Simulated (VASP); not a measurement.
# C (P1) in VASP: a series of runs

Runs on C. Level: r2SCAN. Tasks: single point.

Program: VASP 6.6.1. These are calculated values, not measurements. Logs are shortened: lines on timing, memory, paths and dates and some standing lists are left out, and cuts for length are marked.

### 1 The cell of the first run

The typed cell holds 8 atoms: a = 2.510 Å, b = 2.510 Å, c = 8.280 Å, α = 90.00°, β = 90.00°, γ = 120.00°.

### 2 Single point, r2SCAN (atom 1 (C) moved +0.075 Å towards its neighbour atom 1 (C) at 2.510 Å)

Contents of POSCAR:

```
C
1.0
    2.5098396887      0.0000000000      0.0000000000
   -1.2549198443      2.1735849298      0.0000000000
    0.0000000000      0.0000000000      8.2803246060
C
8
Direct
   -0.0298823866     -0.0298823866      0.0929334766
    0.0000000000      0.0000000000      0.5929334766
    0.0000000000      0.0000000000      0.4070665234
    0.0000000000      0.0000000000      0.9070665234
    0.3333333333      0.6666666667      0.1554962099
    0.6666666667      0.3333333333      0.6554962099
    0.3333333333      0.6666666667      0.3445037901
    0.6666666667      0.3333333333      0.8445037901
```

Contents of INCAR.step1:

```
ALGO = Normal
EDIFF = 1E-4
ENCUT = 520
GGA = PE
ISMEAR = 0
LASPH = T
LCHARG = F
LREAL = F
LWAVE = T
NBANDS = 26
NELM = 60
PREC = Accurate
SIGMA = 0.05
```

Contents of INCAR.step2:

```
ALGO = Normal
EDIFF = 1E-7
ENCUT = 520
ISIF = 2
ISMEAR = 0
ISTART = 1
LASPH = T
LCHARG = F
LMIXTAU = T
LREAL = F
LWAVE = F
METAGGA = R2SCAN
NBANDS = 26
NELM = 60
PREC = Accurate
SIGMA = 0.05
```

Contents of KPOINTS:

```
k-points
0
Gamma
  12 12 4
```

Potentials or basis: VASP PAW PBE potentials, release 64 (C).

Run with:

```bash
$ cat potpaw_PBE.64/C/POTCAR > POTCAR
$ cp INCAR.step1 INCAR
$ mpirun -np 1 vasp_std > vasp.out
$ cp INCAR.step2 INCAR
$ mpirun -np 1 vasp_std > vasp.out
```

OUTCAR:

```text
EDIFF = 1E-7
   ENCUT = 520
   ISIF = 2
   ISMEAR = 0
   ISTART = 1
   LASPH = T
   LREAL = F
   METAGGA = R2SCAN
   NELM = 60
   PREC = Accurate

 ion  position               nearest neighbor table
   1  0.970  0.970  0.093-   5 1.48   5 1.54   4 1.54   5 1.60
   2  0.000  0.000  0.593-   6 1.54   6 1.54   6 1.54   3 1.54
   3  0.000  0.000  0.407-   7 1.54   7 1.54   7 1.54   2 1.54
   4  0.000  0.000  0.907-   8 1.54   8 1.54   8 1.54   1 1.54
   5  0.333  0.667  0.155-   1 1.48   1 1.54   7 1.57   1 1.60
   6  0.667  0.333  0.655-   2 1.54   2 1.54   2 1.54   8 1.57
   7  0.333  0.667  0.345-   3 1.54   3 1.54   3 1.54   5 1.57
   8  0.667  0.333  0.845-   4 1.54   4 1.54   4 1.54   6 1.57

  LATTYP: Found a hexagonal cell.
 ALAT       =     2.5098396887
 C/A-ratio  =     3.2991448192

  Lattice vectors:

 A1 = (   2.5098396887,   0.0000000000,   0.0000000000)
 A2 = (  -1.2549198443,   2.1735849298,   0.0000000000)
 A3 = (   0.0000000000,   0.0000000000,   8.2803246060)

Analysis of symmetry for initial positions (statically):
=====================================================================
 Subroutine PRICEL returns:
 Original cell was already a primitive cell.

 Routine SETGRP: Setting up the symmetry group for a
 hexagonal supercell.

 Subroutine GETGRP returns: Found  1 space group operations
 (whereof  1 operations were pure point group operations)
 out of a pool of 24 trial point group operations.

The static configuration has the point symmetry C_1 .

Analysis of symmetry for dynamics (positions and initial velocities):
=====================================================================
 Subroutine PRICEL returns:
 Original cell was already a primitive cell.

 Routine SETGRP: Setting up the symmetry group for a
 hexagonal supercell.

 Subroutine GETGRP returns: Found  1 space group operations
 (whereof  1 operations were pure point group operations)
 out of a pool of 24 trial point group operations.

The dynamic configuration has the point symmetry C_1 .

 Subroutine INISYM returns: Found  1 space group operations
 (whereof  1 operations are pure point group operations),
 and found     1 'primitive' translations

----------------------------------------------------------------------------------------

                                     Primitive cell

  volume of cell :      45.1721

  direct lattice vectors                    reciprocal lattice vectors
     2.509839689  0.000000000  0.000000000     0.398431822  0.230034720  0.000000000
    -1.254919844  2.173584930  0.000000000     0.000000000  0.460069439  0.000000000
     0.000000000  0.000000000  8.280324606     0.000000000  0.000000000  0.120768212

  length of vectors
     2.509839689  2.509839689  8.280324606     0.460069439  0.460069439  0.120768212

  position of ions in fractional coordinates (direct lattice)
     0.970117613  0.970117613  0.092933477
     0.000000000  0.000000000  0.592933477
     0.000000000  0.000000000  0.407066523
     0.000000000  0.000000000  0.907066523
     0.333333333  0.666666667  0.155496210
     0.666666667  0.333333333  0.655496210
     0.333333333  0.666666667  0.344503790
     0.666666667  0.333333333  0.844503790

  ion indices of the primitive-cell ions
   primitive index   ion index
                 1           1
                 2           2
                 3           3
                 4           4
                 5           5
                 6           6
                 7           7
                 8           8

----------------------------------------------------------------------------------------

 KPOINTS: k-points

Automatic generation of k-mesh.
 Grid dimensions read from file:
 generate k-points for:   12   12    4

 Generating k-lattice:

  Cartesian coordinates                     Fractional coordinates (reciprocal lattice)
     0.033202652  0.019169560  0.000000000     0.083333333  0.000000000  0.000000000
     0.000000000  0.038339120  0.000000000     0.000000000  0.083333333  0.000000000
     0.000000000  0.000000000  0.030192053     0.000000000  0.000000000  0.250000000

  Length of vectors
     0.038339120  0.038339120  0.030192053

  Shift w.r.t. Gamma in fractional coordinates (k-lattice)
     0.000000000  0.000000000  0.000000000

 Subroutine IBZKPT returns following result:
 ===========================================

 Found    292 irreducible k-points:

 Following reciprocal coordinates:
            Coordinates               Weight
  0.000000  0.000000  0.000000      1.000000
  0.083333  0.000000  0.000000      2.000000
  0.000000  0.083333  0.000000      2.000000
 -0.083333  0.083333  0.000000      2.000000
  0.166667  0.000000  0.000000      2.000000
  0.000000  0.166667  0.000000      2.000000
[... 16 lines left out ...]
  0.166667  0.083333  0.000000      2.000000
 -0.083333  0.250000  0.000000      2.000000
 [... further k-points ...]
[... 81 lines left out ...]
[... 18 lines left out ...]
     25      18.6032      0.00000
     26      18.7557      0.00000

 k-point     2 :       0.0833    0.0000    0.0000
  band No.  band energies     occupation
      1     -12.8169      2.00000
      2     -11.1032      2.00000
      3     -10.9895      2.00000
      4      -6.9794      2.00000
      5      -4.1591      2.00000
      6       2.6883      2.00000
[... 18 lines left out ...]
     25      19.0568      0.00000
     26      19.4134      0.00000

 k-point     3 :       0.0000    0.0833    0.0000
  band No.  band energies     occupation
      1     -12.8169      2.00000
      2     -11.1030      2.00000
      3     -10.9898      2.00000
      4      -6.9793      2.00000
      5      -4.1601      2.00000
      6       2.6917      2.00000
[... 18 lines left out ...]
     25      19.0919      0.00000
     26      19.2869      0.00000

 k-point     4 :      -0.0833    0.0833    0.0000
  band No.  band energies     occupation
      1     -12.8169      2.00000
      2     -11.1031      2.00000
      3     -10.9897      2.00000
      4      -6.9793      2.00000
      5      -4.1596      2.00000
      6       2.6924      2.00000
[... 18 lines left out ...]
     25      19.1785      0.00000
     26      19.3831      0.00000

 k-point     5 :       0.1667    0.0000    0.0000
  band No.  band energies     occupation
      1     -12.2788      2.00000
      2     -10.5734      2.00000
      3     -10.4619      2.00000
      4      -6.4940      2.00000
      5      -3.6817      2.00000
      6       2.8159      2.00000
[... 18 lines left out ...]
     25      19.8410      0.00000
     26      20.9071      0.00000

 k-point     6 :       0.0000    0.1667    0.0000
  band No.  band energies     occupation
      1     -12.2789      2.00000
      2     -10.5729      2.00000
      3     -10.4634      2.00000
      4      -6.4941      2.00000
      5      -3.6860      2.00000
      6       2.8542      2.00000
[... 427 lines left out ...]
 k-point    21 :      -0.0833    0.1667    0.0000
  band No.  band energies     occupation
      1     -12.4579      2.00000
      2     -10.7492      2.00000
      3     -10.6383      2.00000
      4      -6.6554      2.00000
      5      -3.8412      2.00000
      6       2.8331      2.00000
[... 18 lines left out ...]
     25      19.7512      0.00000
     26      20.3176      0.00000

 k-point    22 :      -0.1667    0.0833    0.0000
  band No.  band energies     occupation
      1     -12.4578      2.00000
      2     -10.7496      2.00000
      3     -10.6374      2.00000
      4      -6.6555      2.00000
      5      -3.8382      2.00000
      6       2.8189      2.00000
[... 18 lines left out ...]
     25      19.6673      0.00000
     26      20.3733      0.00000

 k-point    23 :       0.1667    0.0833    0.0000
  band No.  band energies     occupation
      1     -11.7442      2.00000
      2     -10.0472      2.00000
      3      -9.9394      2.00000
      4      -6.0126      2.00000
      5      -3.2355      2.00000
      6       2.2579      2.00000
[... 18 lines left out ...]
     25      20.4540      0.00000
     26      21.3804      0.00000

 k-point    24 :      -0.0833    0.2500    0.0000
  band No.  band energies     occupation
      1     -11.7446      2.00000
      2     -10.0468      2.00000
      3      -9.9419      2.00000
      4      -6.0135      2.00000
      5      -3.2418      2.00000
      6       2.4685      2.00000
[... 18 lines left out ...]
     25      20.6024      0.00000
     26      21.2590      0.00000

 [... further k-points ...]

------------------------ aborting loop because EDIFF is reached ----------------------------------------

  FORCE on cell =-STRESS in cart. coord.  units (eV):
  Direction    XX          YY          ZZ          XY          YZ          ZX
  --------------------------------------------------------------------------------------
  -------------------------------------------------------------------------------------
  Total        0.6189946      0.3798629      0.3827941      0.1413778     -0.0993732     -0.1803477
  in kB       21.9546986     13.4730977     13.5770650      5.0144346     -3.5246020     -6.3966285
  external PRESSURE =      16.3349538 kB  Pullay stress =       0.0000000 kB

 VOLUME and BASIS-vectors are now :
 -----------------------------------------------------------------------------
  energy-cutoff  :      520.00
  volume of cell :       45.17
      direct lattice vectors                 reciprocal lattice vectors
     2.509839689  0.000000000  0.000000000     0.398431822  0.230034720  0.000000000
    -1.254919844  2.173584930  0.000000000     0.000000000  0.460069439  0.000000000
     0.000000000  0.000000000  8.280324606     0.000000000  0.000000000  0.120768212

 POSITION                                       TOTAL-FORCE (eV/Angst)
 -----------------------------------------------------------------------------------
      1.21742      2.10863      0.76952         1.694679      2.438171     -0.193404
      0.00000      0.00000      4.90968         0.000868      0.000624      0.000124
      0.00000      0.00000      3.37064        -0.001821     -0.003145     -0.002849
      0.00000      0.00000      7.51081        -0.255717     -0.414122      0.016800
     -0.00000      1.44906      1.28756        -1.405610     -1.944153      0.198079
      1.25492      0.72453      5.42772        -0.028267     -0.049161      0.004830
     -0.00000      1.44906      2.85260         0.008128      0.005373     -0.011398
      1.25492      0.72453      6.99277        -0.012259     -0.033587     -0.012183
 -----------------------------------------------------------------------------------
    total drift:                               -0.000060     -0.000075     -0.000002

  FREE ENERGIE OF THE ION-ELECTRON SYSTEM (eV)
  ---------------------------------------------------
  free  energy   TOTEN  =       -78.4344128133 eV

  energy  without entropy=      -78.4344128133  energy(sigma->0) =      -78.43441281
```

Wall time 19 min (1 thread of Oxide Virtual Turin-like, shared host); peak memory 0.3 GiB.

What came out:

```
Free energy            : -78.4344 eV
Pressure               : 1.6 GPa
Largest force          : 2.976 eV/Å
Band gap on the k mesh : 4.30 eV (least direct gap 4.82 eV)
```

Forces on the atoms (eV/Å):
```
C    1.695  2.438 -0.193
C    0.001  0.001  0.000
C   -0.002 -0.003 -0.003
C   -0.256 -0.414  0.017
C   -1.406 -1.944  0.198
C   -0.028 -0.049  0.005
C    0.008  0.005 -0.011
C   -0.012 -0.034 -0.012
```

Stress tensor (GPa, compression positive):
```
 2.20  0.50 -0.64
 0.50  1.35 -0.35
-0.64 -0.35  1.36
```

Levels at points of the mesh, in eV from the valence-band top:
```tsv
k point	band 13	band 14	band 15	band 16	band 17	band 18	band 19	band 20
(0.00, 0.00, 0.00)	-1.88	-0.70	-0.50	0.00	4.82	5.24	5.41	6.68
(0.50, 0.00, 0.00)	-5.57	-5.33	-4.32	-3.44	4.51	5.40	5.92	6.04
(0.00, 0.50, 0.00)	-5.68	-5.33	-4.26	-3.62	4.37	5.49	5.76	5.96
(0.50, 0.50, 0.00)	-5.70	-5.27	-4.30	-3.48	4.38	5.46	5.76	5.95
(0.00, 0.00, 0.50)	-1.45	-1.10	-1.07	-0.50	5.36	5.96	6.01	6.28
(0.50, 0.00, 0.50)	-5.52	-5.31	-4.29	-4.10	4.82	4.92	6.74	7.06
(0.00, 0.50, 0.50)	-5.50	-5.31	-4.42	-4.29	4.64	4.82	6.88	7.07
(0.50, 0.50, 0.50)	-5.45	-5.41	-4.29	-4.17	4.66	4.82	6.98	6.99
```

Caveat: the cell differs from its parent crystal (atom 1 (C) moved +0.075 Å towards its neighbour atom 1 (C) at 2.510 Å); the PAW data sets were made with another functional, which shifts forces and pressure a little.

### 3 Single point, r2SCAN (atom 1 (C) moved +0.113 Å towards its neighbour atom 1 (C) at 2.510 Å)

POSCAR, as its differences from that of step 2:

```diff
@@ -8,3 +8,3 @@
 Direct
-   -0.0298823866     -0.0298823866      0.0929334766
+   -0.0448235800     -0.0448235800      0.0929334766
     0.0000000000      0.0000000000      0.5929334766
```

Contents of INCAR.step1:

```
SYSTEM = C
PREC = Accurate ; ENCUT = 520
ISMEAR = 0 ; SIGMA = 0.05
LREAL = .False. ; LASPH = .True.
NELM = 80 ; NBANDS = 26
GGA = PE ; ALGO = Normal
EDIFF = 1E-4 ; LWAVE = .True.
LCHARG = .False.
```

Contents of INCAR.step2:

```
SYSTEM = C
PREC = Accurate ; ENCUT = 520
EDIFF = 1E-6 ; ISMEAR = 0
SIGMA = 0.05 ; LREAL = .False.
LASPH = .True. ; NELM = 80
ALGO = Normal ; ISIF = 2
LWAVE = .False. ; LCHARG = .False.
METAGGA = R2SCAN ; LMIXTAU = .True.
NBANDS = 26 ; ISTART = 1
```

Contents of KPOINTS:

```
regular mesh
0
Gamma
  12 12 4
  0 0 0
```

Potentials or basis: VASP PAW PBE potentials, release 64 (C).

Run with:

```bash
$ cat potpaw_PBE.64/C/POTCAR > POTCAR
$ cp INCAR.step1 INCAR
$ mpirun -np 1 vasp_std > vasp.out
$ cp INCAR.step2 INCAR
$ mpirun -np 1 vasp_std > vasp.out
```

It took 29 min on 1 thread of Oxide Virtual Turin-like, shared host; peak memory 0.3 GiB.

It converged, with:

- Free energy: -78.2959 eV
- Pressure: 2.3 GPa
- Largest force: 4.484 eV/Å
- Band gap on the k mesh: 3.93 eV (least direct gap 4.28 eV)

Forces on the atoms (eV/Å):
```
C    2.700  3.553 -0.436
C    0.002  0.001  0.000
C   -0.003 -0.006 -0.007
C   -0.392 -0.615  0.037
C   -2.264 -2.813  0.437
C   -0.042 -0.074  0.001
C    0.014  0.005 -0.016
C   -0.014 -0.051 -0.017
```

Stress tensor (GPa, compression positive):
```
 3.18  0.92 -1.22
 0.92  1.98 -0.40
-1.22 -0.40  1.71
```

Levels at points of the mesh, in eV from the valence-band top:
| k point | band 14 | band 15 | band 16 | band 17 | band 18 | band 19 |
| --- | --- | --- | --- | --- | --- | --- |
| (0.00, 0.00, 0.00) | -1.05 | -0.78 | 0.00 | 4.28 | 4.94 | 5.18 |
| (0.50, 0.00, 0.00) | -5.55 | -4.63 | -3.66 | 4.24 | 5.08 | 5.61 |
| (0.00, 0.50, 0.00) | -5.56 | -4.54 | -3.92 | 4.01 | 5.21 | 5.37 |
| (0.50, 0.50, 0.00) | -5.47 | -4.59 | -3.67 | 3.97 | 5.17 | 5.29 |
| (0.00, 0.00, 0.50) | -1.39 | -1.35 | -0.42 | 4.68 | 5.66 | 5.73 |
| (0.50, 0.00, 0.50) | -5.55 | -4.57 | -4.28 | 4.53 | 4.66 | 6.30 |
| (0.00, 0.50, 0.50) | -5.55 | -4.73 | -4.57 | 4.24 | 4.54 | 6.52 |
| (0.50, 0.50, 0.50) | -5.69 | -4.57 | -4.30 | 4.18 | 4.54 | 6.67 |

Caveat: the cell differs from its parent crystal (atom 1 (C) moved +0.113 Å towards its neighbour atom 1 (C) at 2.510 Å); the PAW data sets were made with another functional, which shifts forces and pressure a little. A k mesh can miss the band edges.

### 4 Single point, r2SCAN (atom 1 (C) moved +0.037 Å towards its neighbour atom 1 (C) at 2.510 Å)

POSCAR, as its differences from that of step 3:

```diff
@@ -8,3 +8,3 @@
 Direct
-   -0.0448235800     -0.0448235800      0.0929334766
+   -0.0149411933     -0.0149411933      0.0929334766
     0.0000000000      0.0000000000      0.5929334766
```

Contents of INCAR.step1:

```
SYSTEM = C
PREC = Accurate
ENCUT = 520
ISMEAR = 0
SIGMA = 0.05
LREAL = .False.
LASPH = .True.
NELM = 60
NBANDS = 26
GGA = PE
ALGO = Normal
EDIFF = 1E-4
LWAVE = .True.
LCHARG = .False.
```

Contents of INCAR.step2:

```
SYSTEM = C
PREC = Accurate
ENCUT = 520
EDIFF = 1E-6
ISMEAR = 0
SIGMA = 0.05
LREAL = .False.
LASPH = .True.
NELM = 60
ALGO = Normal
ISIF = 2
LWAVE = .False.
LCHARG = .True.
METAGGA = R2SCAN
LMIXTAU = .True.
LELF = .True.
LVHAR = .True.
NBANDS = 26
ISTART = 1
```

Contents of KPOINTS:

```
Automatic mesh
0
Gamma
  12 12 4
  0 0 0
```

Run with:

```bash
$ cat potpaw_PBE.64/C/POTCAR > POTCAR
$ cp INCAR.step1 INCAR
$ mpirun -np 1 vasp_std > vasp.out
$ cp INCAR.step2 INCAR
$ mpirun -np 1 vasp_std > vasp.out
```

Run time: 31 min. Hardware: 1 thread of Oxide Virtual Turin-like, shared host; peak memory 0.3 GiB.

The run converged. Its results:

```
Free energy            : -78.5177 eV
Pressure               : 1.2 GPa
Largest force          : 1.484 eV/Å
Band gap on the k mesh : 4.58 eV (least direct gap 5.25 eV)
```

Forces on the atoms (eV/Å):
```
C    0.795  1.252 -0.048
C    0.000  0.000  0.000
C   -0.001 -0.001 -0.001
C   -0.125 -0.209  0.004
C   -0.651 -1.005  0.055
C   -0.014 -0.025  0.007
C    0.003  0.004 -0.009
C   -0.008 -0.016 -0.009
```

Stress tensor (GPa, compression positive):
```
 1.51  0.20 -0.24
 0.20  1.05 -0.22
-0.24 -0.22  1.15
```

Levels at points of the mesh, in eV from the valence-band top:
```csv
k point,band 13,band 14,band 15,band 16,band 17,band 18,band 19,band 20
"(0.00, 0.00, 0.00)",-1.85,-0.42,-0.25,0.00,5.25,5.46,5.58,7.13
"(0.50, 0.00, 0.00)",-5.37,-5.15,-4.08,-3.28,4.72,5.66,6.15,6.24
"(0.00, 0.50, 0.00)",-5.44,-5.14,-4.05,-3.37,4.65,5.70,6.09,6.18
"(0.50, 0.50, 0.00)",-5.44,-5.12,-4.07,-3.31,4.67,5.68,6.12,6.18
"(0.00, 0.00, 0.50)",-1.07,-0.87,-0.85,-0.59,5.93,6.19,6.22,6.40
"(0.50, 0.00, 0.50)",-5.24,-5.14,-4.07,-3.98,5.04,5.10,7.10,7.25
"(0.00, 0.50, 0.50)",-5.23,-5.13,-4.14,-4.07,4.97,5.05,7.16,7.28
"(0.50, 0.50, 0.50)",-5.20,-5.18,-4.07,-4.03,5.01,5.05,7.21,7.21
```

Caveat: the cell differs from its parent crystal (atom 1 (C) moved +0.037 Å towards its neighbour atom 1 (C) at 2.510 Å); the PAW data sets were made with another functional, which shifts forces and pressure a little. A k mesh can miss the band edges.

### 5 Summary

| cell | gap on the mesh (eV) | pressure (GPa) | largest force (eV/Å) |
| --- | --- | --- | --- |
| as given, atomic positions A | 4.30 | 1.6 | 2.98 |
| as given, atomic positions B | 3.93 | 2.3 | 4.48 |
| as given, atomic positions C | 4.58 | 1.2 | 1.48 |

Alike in all rows: task single point; level r2SCAN; potentials or basis VASP PAW PBE potentials, release 64 (C); no spin polarisation; k mesh 12 × 12 × 4; cutoff (eV) 520; smearing gaussian 0.05 eV.

Caveats: the PAW data sets were made with another functional, which shifts forces and pressure a little.

Total energies depend on the potentials used, so only differences within one code and one set of settings carry meaning.
